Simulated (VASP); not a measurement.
Set up this calculation in VASP 6.6.1, as the native input.

```yaml
Task: single point
Functional: PBEsol
Potentials_or_basis: VASP PAW PBE potentials, release 64 (K_sv, I)
Cutoff: 520 eV
k_mesh: 6 × 6 × 6
Occupations: gaussian, width 0.05 eV
Spin: no spin polarisation
Dipole_correction: no
Further_INCAR_settings: ALGO = Normal; EDIFF = 1e-06; NBANDS = 15
```

The structure of KI lies in POSCAR:

```
KI
1.0
    0.0000000000      3.5245500000      3.3835680000
    3.5245500000      0.0000000000      3.3835680000
    3.5245500000      3.5245500000      0.0000000000
K I
1 1
Direct
    0.0000000000      0.0000000000      0.0000000000
    0.5000000000      0.5000000000      0.5000000000
```

This cell differs from its parent crystal: strain -0.0400 x Voigt [0, 0, 1, 0, 0, 0].

The input as run:

INCAR

```
  PREC = Accurate
  ENCUT = 520
  EDIFF = 1E-6
  ISMEAR = 0
  SIGMA = 0.05
  LREAL = False
  LASPH = True
  NELM = 100
  ALGO = Normal
  ISIF = 2
  LWAVE = False
  LCHARG = False
  GGA = PS
  NBANDS = 15
```

KPOINTS

```
Automatic mesh
0
Gamma
  6 6 6
```

Potentials or basis: VASP PAW PBE potentials, release 64 (K_sv, I).

Run with:

```console
$ cat potpaw_PBE.64/K_sv/POTCAR potpaw_PBE.64/I/POTCAR > POTCAR
$ mpirun -np 1 vasp_std > vasp.out
```

Results of the run:

| Quantity | Value |
| --- | --- |
| Pressure | 0.4 GPa |
| Band gap on the k mesh | 3.90 eV, direct |

Caveat: the cell differs from its parent crystal (strain -0.0400 x Voigt [0, 0, 1, 0, 0, 0]); the PAW data sets were made with another functional, which shifts forces and pressure a little; spin-orbit coupling is left out, which moves the levels of the heavy elements.

Run time: 36 s on 1 thread of Intel(R) Xeon(R) Platinum 8488C (Sapphire Rapids) (shared host), peak memory 0.23 GiB.
